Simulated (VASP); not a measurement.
# KBr (Pm-3m) in VASP: notebook

KBr is run at these levels: PBEsol, PBE, LDA, r2SCAN; tasks: single point.

Program: VASP 6.6.1. These are calculated values, not measurements. Logs are shortened: lines on timing, memory, paths and dates and some standing lists are left out, and cuts for length are marked.

## Step 1: The cell of the first run

Symmetry: Pm-3m, No. 221, cubic system. The conventional cell has a = 3.933 Å, b = 3.933 Å, c = 3.933 Å, α = 90.00°, β = 90.00°, γ = 90.00°. Within 4.5 Å of K (site symmetry m-3m) lie 8 Br at 3.41 Å and 6 K at 3.93 Å. Br (site symmetry m-3m) has 8 K at 3.41 Å and 6 Br at 3.93 Å within 4.5 Å.

## Step 2: Single point, PBEsol

Contents of INCAR:

```
SYSTEM = KBr
PREC = Accurate
ENCUT = 520
EDIFF = 1E-7
ISMEAR = -1
SIGMA = 0.02
LREAL = .False.
LASPH = .True.
NELM = 100
ALGO = Normal
ISIF = 2
LWAVE = .False.
LCHARG = .False.
GGA = PS
NBANDS = 15
```

Contents of KPOINTS:

```
Automatic mesh
0
Gamma
  6 6 6
  0 0 0
```

Contents of POSCAR:

```
KBr
1.0
    3.9328685639      0.0000000000      0.0000000000
    0.0000000000      3.9328685639      0.0000000000
    0.0000000000      0.0000000000      3.9328685639
K Br
1 1
Direct
    0.0000000000      0.0000000000      0.0000000000
    0.5000000000      0.5000000000      0.5000000000
```

Potentials or basis: VASP PAW PBE potentials, release 64 (K_sv, Br).

Command:

```bash
$ cat potpaw_PBE.64/K_sv/POTCAR potpaw_PBE.64/Br/POTCAR > POTCAR
$ mpirun -np 1 vasp_std > vasp.out
```

OUTCAR:

```text
SYSTEM = KBr
   PREC = Accurate
   ENCUT = 520
   EDIFF = 1E-7
   ISMEAR = -1
   LREAL = .False.
   LASPH = .True.
   NELM = 100
   ISIF = 2
   GGA = PS

 ion  position               nearest neighbor table
   1  0.000  0.000  0.000-
   2  0.500  0.500  0.500-

  LATTYP: Found a simple cubic cell.
 ALAT       =     3.9328685639

  Lattice vectors:

 A1 = (   3.9328685639,   0.0000000000,   0.0000000000)
 A2 = (   0.0000000000,   3.9328685639,   0.0000000000)
 A3 = (   0.0000000000,   0.0000000000,   3.9328685639)

Analysis of symmetry for initial positions (statically):
=====================================================================
 Subroutine PRICEL returns:
 Original cell was already a primitive cell.

 Routine SETGRP: Setting up the symmetry group for a
 simple cubic supercell.

 Subroutine GETGRP returns: Found 48 space group operations
 (whereof 48 operations were pure point group operations)
 out of a pool of 48 trial point group operations.

The static configuration has the point symmetry O_h .

Analysis of symmetry for dynamics (positions and initial velocities):
=====================================================================
 Subroutine PRICEL returns:
 Original cell was already a primitive cell.

 Routine SETGRP: Setting up the symmetry group for a
 simple cubic supercell.

 Subroutine GETGRP returns: Found 48 space group operations
 (whereof 48 operations were pure point group operations)
 out of a pool of 48 trial point group operations.

The dynamic configuration has the point symmetry O_h .

 Subroutine INISYM returns: Found 48 space group operations
 (whereof 48 operations are pure point group operations),
 and found     1 'primitive' translations

----------------------------------------------------------------------------------------

                                     Primitive cell

  volume of cell :      60.8315

  direct lattice vectors                    reciprocal lattice vectors
     3.932868564  0.000000000  0.000000000     0.254267333  0.000000000  0.000000000
     0.000000000  3.932868564  0.000000000     0.000000000  0.254267333  0.000000000
     0.000000000  0.000000000  3.932868564     0.000000000  0.000000000  0.254267333

  length of vectors
     3.932868564  3.932868564  3.932868564     0.254267333  0.254267333  0.254267333

  position of ions in fractional coordinates (direct lattice)
     0.000000000  0.000000000  0.000000000
     0.500000000  0.500000000  0.500000000

  ion indices of the primitive-cell ions
   primitive index   ion index
                 1           1
                 2           2

----------------------------------------------------------------------------------------

 KPOINTS: Automatic mesh

Automatic generation of k-mesh.
 Grid dimensions read from file:
 generate k-points for:    6    6    6

 Generating k-lattice:

  Cartesian coordinates                     Fractional coordinates (reciprocal lattice)
     0.042377889  0.000000000  0.000000000     0.166666667  0.000000000  0.000000000
     0.000000000  0.042377889  0.000000000     0.000000000  0.166666667  0.000000000
     0.000000000  0.000000000  0.042377889     0.000000000  0.000000000  0.166666667

  Length of vectors
     0.042377889  0.042377889  0.042377889

  Shift w.r.t. Gamma in fractional coordinates (k-lattice)
     0.000000000  0.000000000  0.000000000

 Subroutine IBZKPT returns following result:
 ===========================================

 Found     20 irreducible k-points:

 Following reciprocal coordinates:
            Coordinates               Weight
  0.000000  0.000000  0.000000      1.000000
  0.166667  0.000000  0.000000      6.000000
  0.333333  0.000000  0.000000      6.000000
  0.500000  0.000000  0.000000      3.000000
  0.166667  0.166667  0.000000     12.000000
  0.333333  0.166667  0.000000     24.000000
[... 12 lines left out ...]
  0.500000  0.500000  0.333333      6.000000
  0.500000  0.500000  0.500000      1.000000
   k-points           NKPTS =     20   k-points in BZ     NKDIM =     20   number of bands    NBANDS=     15
   number of dos      NEDOS =    301   number of ions     NIONS =      2
   total plane-waves  NPLWV =  27000
   dimension x,y,z NGX =    30 NGY =   30 NGZ =   30
   dimension x,y,z NGXF=    60 NGYF=   60 NGZF=   60
   ions per type =               1   1
   NGX,Y,Z   is equivalent  to a cutoff of  12.68, 12.68, 12.68 a.u.
   NGXF,Y,Z  is equivalent  to a cutoff of  25.36, 25.36, 25.36 a.u.
 SYSTEM =  KBr
   PREC   = accura    normal or accurate (medium, high low for compatibility)
   ISTART =      0    job   : 0-new  1-cont  2-samecut
   ICHARG =      2    charge: 1-file 2-atom 10-const
   ISPIN  =      1    spin polarized calculation?
   LNONCOLLINEAR =      F non collinear calculations
   LSORBIT =      F    spin-orbit coupling
   LASPH  =      T    aspherical Exc in radial PAW
   ENCUT  =  520.0 eV  38.22 Ry    6.18 a.u.   7.31  7.31  7.31*2*pi/ulx,y,z
   NELM   =    100;   NELMIN=  2; NELMDL= -5     # of ELM steps
   EDIFF  = 0.1E-06   stopping-criterion for ELM
   LREAL  =      F    real-space projection
   EDIFFG = 0.1E-05   stopping-criterion for IOM
   NSW    =      0    number of steps for IOM
   IBRION =     -1    ionic relax: 0-MD 1-quasi-New 2-CG
   NFREE  =      0    steps in history (QN), initial steepest desc. (CG)
   ISIF   =      2    stress and relaxation
   ISYM   =      2    0-nonsym 1-usesym 2-fastsym
   POTIM  = 0.5000    time-step for ionic-motion
   TEBEG  =    0.0;   TEEND  =   0.0 temperature during run
   PSTRESS=    0.0 pullay stress
   NELECT =      16.0000    total number of electrons
   NUPDOWN=      -1.0000    fix difference up-down
   EMIN   =  10.00;   EMAX   =-10.00  energy-range for DOS
   EFERMI =   0.00;   METHOD = LEGACY
   ISMEAR =    -1;   SIGMA  =   0.02  broadening in eV -4-tet -1-fermi 0-gaus
   EFERMI_NEDOS =   21; number of points for ismear=-14 and -15
   IALGO  =     38    algorithm
   IMIX   =      4    mixing-type and parameters
     AMIX     =   0.40;   BMIX     =  1.00
     AMIX_MAG =   1.60;   BMIX_MAG =  1.00
  volume/ion in A,a.u.               =      30.42       205.26
  Fermi-wavevector in a.u.,A,eV,Ry     =   1.048911  1.982155 14.969330  1.100215
  Thomas-Fermi vector in A             =   2.183852
   LORBIT       =      0    0 simple, 1 ext, 2 COOP (PROOUT), +10 PAW based schemes
   GGA     = PS    functional components
   LHFCALC =     F    Hartree Fock is set to
   AEXX    =    0.0000 exact exchange contribution
   IVDW    =     0    specifies the selected vdW correction
   LEPSILON=     F    determine dielectric tensor
   LRPA    =     F    only Hartree local field effects (RPA)
 non-spin polarized calculation
  energy-cutoff  :      520.00
  volume of cell :       60.83
 maximum number of plane-waves:      1662
 NGX is ok and might be reduce to    30
   NGX = 15   NGY = 15   NGZ = 15

 number of electron      15.9999999 magnetization

 Free energy of the ion-electron system (eV)
  ---------------------------------------------------
  ext. energy  EPLUGINS =         0.00000000
  ---------------------------------------------------
  free energy    TOTEN  =        -6.36385017 eV

  energy without entropy =       -6.36385017  energy(sigma->0) =       -6.36385017

 E-fermi :   0.0899     XC(G=0):  -8.3687

 val. band max:       -0.4274555556   @ k =   0.5000   0.5000   0.0000
 cond. band min:       3.5304017884   @ k =   0.0000   0.0000   0.0000
 fundamental gap:      3.9578573440
 Fermi energy:         0.0898827032

 k-point     1 :       0.0000    0.0000    0.0000
  band No.  band energies     occupation
      1     -28.8008      2.00000
      2     -13.4044      2.00000
      3     -12.2827      2.00000
      4     -12.2827      2.00000
      5     -12.2827      2.00000
      6      -0.7212      2.00000
      7      -0.7212      2.00000
      8      -0.7212      2.00000
      9       3.5304      0.00000
     10       5.1958      0.00000
     11       5.1958      0.00000
     12       9.3942      0.00000
     13       9.3942      0.00000
     14       9.3942      0.00000
     15      12.1529      0.00000

 k-point     2 :       0.1667    0.0000    0.0000
  band No.  band energies     occupation
      1     -28.7970      2.00000
      2     -13.4422      2.00000
      3     -12.2757      2.00000
      4     -12.2757      2.00000
      5     -12.2397      2.00000
      6      -1.3603      2.00000
      7      -0.7182      2.00000
      8      -0.7182      2.00000
      9       4.1992      0.00000
     10       5.4237      0.00000
     11       5.8583      0.00000
     12       9.3078      0.00000
     13       9.3078      0.00000
     14       9.5208      0.00000
     15      11.0809      0.00000

 k-point     3 :       0.3333    0.0000    0.0000
  band No.  band energies     occupation
      1     -28.7894      2.00000
      2     -13.5190      2.00000
      3     -12.2618      2.00000
      4     -12.2618      2.00000
      5     -12.1472      2.00000
      6      -2.2965      2.00000
      7      -0.7134      2.00000
      8      -0.7134      2.00000
      9       5.4044      0.00000
     10       6.0636      0.00000
     11       7.1557      0.00000
     12       9.2958      0.00000
     13       9.2958      0.00000
     14       9.3614      0.00000
     15       9.8148      0.00000
[... 271 lines left out ...]
 k-point    19 :       0.5000    0.5000    0.3333
  band No.  band energies     occupation
      1     -28.7614      2.00000
      2     -12.9790      2.00000
      3     -12.4402      2.00000
      4     -12.4402      2.00000
      5     -12.3804      2.00000
      6      -2.0752      2.00000
      7      -2.0752      2.00000
      8      -1.7571      2.00000
      9       6.2115      0.00000
     10       7.1218      0.00000
     11       7.1218      0.00000
     12       8.5216      0.00000
     13       9.5155      0.00000
     14       9.5155      0.00000
     15      11.0651      0.00000

 k-point    20 :       0.5000    0.5000    0.5000
  band No.  band energies     occupation
      1     -28.7580      2.00000
      2     -12.9380      2.00000
      3     -12.4279      2.00000
      4     -12.4279      2.00000
      5     -12.4279      2.00000
      6      -2.0997      2.00000
      7      -2.0997      2.00000
      8      -2.0997      2.00000
      9       7.0126      0.00000
     10       7.0126      0.00000
     11       7.0126      0.00000
     12       9.2716      0.00000
     13       9.2716      0.00000
     14       9.2716      0.00000
     15      11.0887      0.00000

------------------------ aborting loop because EDIFF is reached ----------------------------------------

  FORCE on cell =-STRESS in cart. coord.  units (eV):
  Direction    XX          YY          ZZ          XY          YZ          ZX
  --------------------------------------------------------------------------------------
  -------------------------------------------------------------------------------------
  Total        0.0255345      0.0255345      0.0255345     -0.0000000      0.0000000      0.0000000
  in kB        0.6725272      0.6725272      0.6725272     -0.0000000      0.0000000      0.0000000
  external PRESSURE =       0.6725272 kB  Pullay stress =       0.0000000 kB

 VOLUME and BASIS-vectors are now :
 -----------------------------------------------------------------------------
  energy-cutoff  :      520.00
  volume of cell :       60.83
      direct lattice vectors                 reciprocal lattice vectors
     3.932868564  0.000000000  0.000000000     0.254267333  0.000000000  0.000000000
     0.000000000  3.932868564  0.000000000     0.000000000  0.254267333  0.000000000
     0.000000000  0.000000000  3.932868564     0.000000000  0.000000000  0.254267333

 POSITION                                       TOTAL-FORCE (eV/Angst)
 -----------------------------------------------------------------------------------
      0.00000      0.00000      0.00000         0.000000      0.000000      0.000000
      1.96643      1.96643      1.96643         0.000000      0.000000      0.000000
 -----------------------------------------------------------------------------------
    total drift:                                0.000000      0.000000     -0.000000

  FREE ENERGIE OF THE ION-ELECTRON SYSTEM (eV)
  ---------------------------------------------------
  free  energy   TOTEN  =        -6.3638501676 eV

  energy  without entropy=       -6.3638501676  energy(sigma->0) =       -6.36385017
```

Wall time 17 s (1 thread of Intel Xeon Platinum 8488C (Sapphire Rapids), shared host); peak memory 0.16 GiB.

What came out:

```
Free energy            : -6.3639 eV
Pressure               : 0.1 GPa
Band gap on the k mesh : 3.96 eV, indirect (least direct gap 4.25 eV)
```

Levels at points of the mesh, in eV from the valence-band top:
```
           k point  band 6  band 7  band 8  band 9  band 10  band 11
(0.00, 0.00, 0.00)   -0.29   -0.29   -0.29    3.96     5.62     5.62
(0.50, 0.00, 0.00)   -2.25   -0.28   -0.28    6.63     7.09     8.01
(0.50, 0.50, 0.00)   -1.58   -1.58    0.00    5.10     6.45     8.03
(0.50, 0.50, 0.50)   -1.67   -1.67   -1.67    7.44     7.44     7.44
```

Caveat: the PAW data sets were made with another functional, which shifts forces and pressure a little. A k mesh can miss the band edges.

## Step 3: Single point, PBE

This run uses another cell than the first one, of 31.42 Å³/atom, 1.033 times its volume.

Contents of INCAR:

```
SYSTEM = KBr
ALGO = Normal
EDIFF = 1E-6
ENCUT = 520
GGA = PE
ISIF = 2
ISMEAR = -1
LASPH = .True.
LCHARG = .True.
LELF = .True.
LREAL = .False.
LVHAR = .True.
LWAVE = .False.
NBANDS = 15
NELM = 100
PREC = Accurate
SIGMA = 0.02
```

Contents of KPOINTS:

```
k-points
0
Gamma
  6 6 6
  0 0 0
```

Contents of POSCAR:

```
KBr
1.0
    3.9758688753      0.0000000000      0.0000000000
    0.0000000000      3.9758688753      0.0000000000
    0.0000000000      0.0000000000      3.9758688753
K Br
1 1
Direct
    0.0000000000      0.0000000000      0.0000000000
    0.5000000000      0.5000000000      0.5000000000
```

Potentials or basis: VASP PAW PBE potentials, release 64 (K_sv, Br).

Command:

```bash
$ cat potpaw_PBE.64/K_sv/POTCAR potpaw_PBE.64/Br/POTCAR > POTCAR
$ mpirun -np 1 vasp_std > vasp.out
```

It took 18 s on 1 thread of Intel Xeon Platinum 8488C (Sapphire Rapids), shared host; peak memory 0.17 GiB.

Results (log left out):

| Quantity | Value |
| --- | --- |
| Free energy | -6.0697 eV |
| Pressure | 0.9 GPa |
| Band gap on the k mesh | 4.02 eV, indirect (least direct gap 4.30 eV) |

Levels at points of the mesh, in eV from the valence-band top:
| k point | band 6 | band 7 | band 8 | band 9 | band 10 | band 11 |
| --- | --- | --- | --- | --- | --- | --- |
| (0.00, 0.00, 0.00) | -0.28 | -0.28 | -0.28 | 4.02 | 5.79 | 5.79 |
| (0.50, 0.00, 0.00) | -2.10 | -0.26 | -0.26 | 6.68 | 7.18 | 7.93 |
| (0.50, 0.50, 0.00) | -1.48 | -1.48 | 0.00 | 5.23 | 6.54 | 8.07 |
| (0.50, 0.50, 0.50) | -1.55 | -1.55 | -1.55 | 7.51 | 7.51 | 7.51 |

## Step 4: Single point, LDA

This run uses another cell than the first one, of 31.42 Å³/atom, 1.033 times its volume.

Contents of INCAR:

```
PREC = Accurate
ENCUT = 520
EDIFF = 1E-6
ISMEAR = 0
SIGMA = 0.01
LREAL = F
LASPH = T
NELM = 80
ALGO = Normal
ISIF = 2
LWAVE = F
LCHARG = F
NBANDS = 15
```

Contents of KPOINTS:

```
regular mesh
0
Gamma
  6 6 6
```

POSCAR is that of step 3.

Potentials or basis: VASP PAW LDA potentials, release 64 (K_sv, Br).

Command:

```bash
$ cat potpaw_LDA.64/K_sv/POTCAR potpaw_LDA.64/Br/POTCAR > POTCAR
$ mpirun -np 1 vasp_std > vasp.out
```

It took 13 s on 1 thread of Intel Xeon Platinum 8488C (Sapphire Rapids), shared host; peak memory 0.15 GiB.

The run converged. Its results:

```yaml
Free_energy: -6.7316 eV
Pressure: -2.0 GPa
Band_gap_on_the_k_mesh: 3.63 eV, indirect (least direct gap 3.92 eV)
```

Levels at points of the mesh, in eV from the valence-band top:
```csv
k point,band 6,band 7,band 8,band 9,band 10,band 11
"(0.00, 0.00, 0.00)",-0.29,-0.29,-0.29,3.63,5.51,5.51
"(0.50, 0.00, 0.00)",-2.18,-0.27,-0.27,6.34,6.89,7.63
"(0.50, 0.50, 0.00)",-1.52,-1.52,0.00,4.91,6.27,7.87
"(0.50, 0.50, 0.50)",-1.60,-1.60,-1.60,7.22,7.22,7.22
```

[end of part 1 of 3]
